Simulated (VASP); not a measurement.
Here is a VASP 6.6.1 calculation.

The input INCAR:

```
  ALGO = Normal
  EDIFF = 1E-7
  EDIFFG = -0.03
  ENCUT = 520
  GGA = PS
  GGA_COMPAT = False
  IBRION = 2
  ISIF = 2
  ISMEAR = -1
  ISYM = -1
  LASPH = True
  LCHARG = False
  LREAL = Auto
  LWAVE = False
  NELM = 120
  NELMIN = 4
  NSW = 100
  PREC = Accurate
  SIGMA = 0.05
```

File KPOINTS:

```
explicit points
1
Reciprocal
  0.25000000   0.25000000   0.25000000 1
```

File POSCAR:

```
Sr8Ti8O23
1.0
    7.7828210000      0.0000000000      0.0000000000
    0.0000000000      7.7828210000      0.0000000000
    0.0000000000      0.0000000000      7.7828210000
Sr Ti O
8 8 23
Direct
    0.0021060000      0.0019670000      0.9960610000
    0.9955400000      0.9991940000      0.5058530000
    0.0005790000      0.4989040000      0.9961610000
    0.0024930000      0.5007490000      0.4977160000
    0.4996010000      0.0021720000      0.9974790000
    0.5001040000      0.9964500000      0.4987420000
    0.5026010000      0.4969560000      0.0011380000
    0.4985410000      0.5003470000      0.5044680000
    0.2476750000      0.2480350000      0.2527360000
    0.2449140000      0.2519010000      0.7479000000
    0.2475390000      0.7502030000      0.2491390000
    0.2488460000      0.7500070000      0.7503680000
    0.7547880000      0.2470860000      0.2503090000
    0.7490790000      0.2497170000      0.7520100000
    0.7510870000      0.7486260000      0.2522220000
    0.7507570000      0.7540680000      0.7502330000
    0.2514730000      0.2505990000      0.9997930000
    0.2525670000      0.7541240000      0.0021630000
    0.2508280000      0.7496970000      0.5008500000
    0.7498290000      0.2512200000      0.0029610000
    0.7530190000      0.2487970000      0.5019290000
    0.7512220000      0.7471790000      0.9980790000
    0.7532590000      0.7510700000      0.4999290000
    0.9967100000      0.2497510000      0.2504560000
    0.0001370000      0.2479330000      0.7497440000
    0.0024900000      0.7491220000      0.2494450000
    0.0016110000      0.7495150000      0.7498270000
    0.4991040000      0.2511340000      0.2489400000
    0.5010090000      0.2494460000      0.7428280000
    0.4974250000      0.7501450000      0.2482920000
    0.4973010000      0.7519070000      0.7518850000
    0.2513250000      0.9978620000      0.2450080000
    0.2479980000      0.0040800000      0.7440040000
    0.2504180000      0.4974380000      0.2480730000
    0.2439160000      0.5020760000      0.7496920000
    0.7516350000      0.9967250000      0.2518530000
    0.7490590000      0.0025820000      0.7506050000
    0.7505080000      0.5001710000      0.2454910000
    0.7497520000      0.4946410000      0.7537370000
```

Potentials or basis: VASP PAW PBE potentials, release 64 (Sr_sv, Ti_sv, O).

Launch:

```bash
$ cat potpaw_PBE.64/Sr_sv/POTCAR potpaw_PBE.64/Ti_sv/POTCAR potpaw_PBE.64/O/POTCAR > POTCAR
$ mpirun -np 1 vasp_std > vasp.out
```

Task: What does it give for the energy gained by relaxing?

Result: 14.9 meV/atom.

Final structure:
```xyz
39
Lattice="7.7828 0.0000 0.0000 0.0000 7.7828 0.0000 0.0000 0.0000 7.7828" Properties=species:S:1:pos:R:3 pbc="T T T"
Sr    7.7538    7.7549    7.7719
Sr    7.7389    7.7390    3.8841
Sr    7.7522    3.9169    7.7791
Sr    7.7439    3.9246    3.8908
Sr    3.9163    7.7513    7.7809
Sr    3.9247    7.7445    3.8910
Sr    3.9092    3.9088    0.0062
Sr    3.9271    3.9271    3.8952
Ti    1.8837    1.8833    1.8919
Ti    1.9961    2.0001    5.8896
Ti    1.9402    5.7716    1.9552
Ti    1.9466    5.8955    5.8182
Ti    5.7701    1.9378    1.9578
Ti    5.8893    1.9470    5.8204
Ti    5.8330    5.8312    1.9384
Ti    5.8354    5.8362    5.8416
O     1.9824    1.9549    7.7794
O     1.9441    5.8428    7.7797
O     1.9481    5.8358    3.8876
O     5.8271    1.9420    7.7824
O     5.8557    1.9469    3.8887
O     5.8405    5.8384    7.7819
O     5.8363    5.8341    3.8916
O     0.0316    1.9439    2.0169
O     0.0175    1.9438    5.7835
O     0.0004    5.8404    1.9354
O     7.7789    5.8378    5.8437
O     3.8787    1.9439    2.0198
O     3.8645    1.9503    5.7306
O     3.8964    5.8400    1.9309
O     3.8900    5.8302    5.8477
O     1.9459    0.0282    2.0320
O     1.9487    0.0184    5.7646
O     1.9472    3.8758    2.0016
O     1.9399    3.8648    5.7471
O     5.8444    7.7812    1.9372
O     5.8282    7.7791    5.8450
O     5.8428    3.8930    1.9318
O     5.8350    3.8909    5.8495
```
